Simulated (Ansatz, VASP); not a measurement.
Two plane-wave programs on TeW

```xyz
2
Lattice="0.0000 2.7610 2.7610 2.7610 0.0000 2.7610 2.7610 2.7610 0.0000" Properties=species:S:1:pos:R:3 pbc="T T T"
W     0.0000    0.0000    0.0000
Te    2.7610    2.7610    2.7610
```

Alike in both runs: functional PBEsol; k mesh 14 × 14 × 14; occupations gaussian, width 0.1 eV; no spin polarisation.

Ansatz relaxed the structure, and its values are those at the end. VASP's run is a single point on that final structure, the one shown.

```csv
,VASP,Ansatz
version,VASP 6.6.1,Ansatz 0.2.0
potentials or method,"VASP PAW PBE potentials, release 64 (W_sv, Te), cutoff 520 eV","scalar-relativistic, plane waves, PAW"
valence electrons in the cell,20,30
```

VASP gave:

```
gap on the k mesh at the Fermi level (eV) : none
pressure (GPa)                            : 0.2
```

What did Ansatz give for the same quantities?

gap on the k mesh at the Fermi level (eV): none; pressure (GPa): 0.0.

VASP's potentials were made for PBE, not for PBEsol. A gap of «none» marks a metal or a gap that the smearing closes. VASP's potentials hold 20 valence electrons a cell and Ansatz's 30, so a difference there can come from the potentials and not from the codes.

Neither program's run includes spin-orbit coupling.
